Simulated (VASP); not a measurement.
RbBr: single point with PBE

The system is RbBr.

```
CELL_PARAMETERS angstrom
0.00000 3.46083 3.46083
3.46083 0.00000 3.46083
3.46083 3.46083 0.00000
ATOMIC_POSITIONS crystal
Rb 0.00000 0.00000 0.00000
Br 0.50000 0.50000 0.50000
```

| Quantity | Value |
| --- | --- |
| Program | VASP 6.6.1 |
| Task | single point |
| Functional | PBE |
| Potentials or basis | VASP PAW PBE potentials, release 64 (Rb_sv, Br) |
| Cutoff | 500 eV |
| k mesh | 4 × 4 × 4 |
| Occupations | gaussian, width 0.01 eV |
| Spin | no spin polarisation |

| Property | Result |
| --- | --- |
| Pressure | 0.6 GPa |
| Band gap on the k mesh | 4.29 eV |

Levels at points of the mesh, in eV from the valence-band top:
```tsv
k point	band 4	band 5	band 6	band 7	band 8	band 9	band 10	band 11	band 12	band 13
(0.00, 0.00, 0.00)	-8.55	-8.55	0.00	0.00	0.00	4.29	7.27	7.27	7.27	8.14
(0.50, 0.00, 0.00)	-8.56	-8.51	-0.94	-0.33	-0.33	6.74	7.61	9.40	9.40	10.07
(0.50, 0.50, 0.00)	-8.62	-8.62	-0.47	-0.16	-0.16	5.64	7.02	9.05	9.15	9.32
```

It took 21 s on 1 thread of Intel Xeon 8259CL, on a shared host, peak memory 0.2 GiB.
